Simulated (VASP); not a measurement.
Input of a VASP 6.6.1 run:

The input INCAR:

```
PREC = Accurate
ENCUT = 520
EDIFF = 1E-6
ISMEAR = 0
SIGMA = 0.15
LREAL = F
LASPH = T
NELM = 80
ALGO = Fast
ISIF = 2
LWAVE = F
LCHARG = F
GGA = PS
NBANDS = 11
```

The input KPOINTS:

```
Automatic mesh
0
Gamma
  14 14 14
```

The input POSCAR:

```
Ba
1.0
   -2.6000000000      2.6000000000      2.4000000000
    2.6000000000     -2.6000000000      2.4000000000
    2.6000000000      2.6000000000     -2.4000000000
Ba
1
Direct
    0.0000000000      0.0000000000      0.0000000000
```

Potentials or basis: VASP PAW PBE potentials, release 64 (Ba_sv).

Run with:

```sh
$ cat potpaw_PBE.64/Ba_sv/POTCAR > POTCAR
$ mpirun -np 1 vasp_std > vasp.out
```

Question: What does it give for the pressure?

Answer: -0.8 GPa.

Question: Predict the band gap on the k mesh.

Answer: Zero (bands 5 and 6 overlap by 0.87 eV).

Stress tensor (GPa, compression positive):
```
-0.94  0.00  0.00
 0.00 -0.94  0.00
 0.00  0.00 -0.52
```

Caveat: the cell differs from its parent crystal (strain +0.040 along x and y, -0.040 along z); the PAW data sets were made with another functional, which shifts forces and pressure a little; spin-orbit coupling is left out, which moves the levels of the heavy elements.
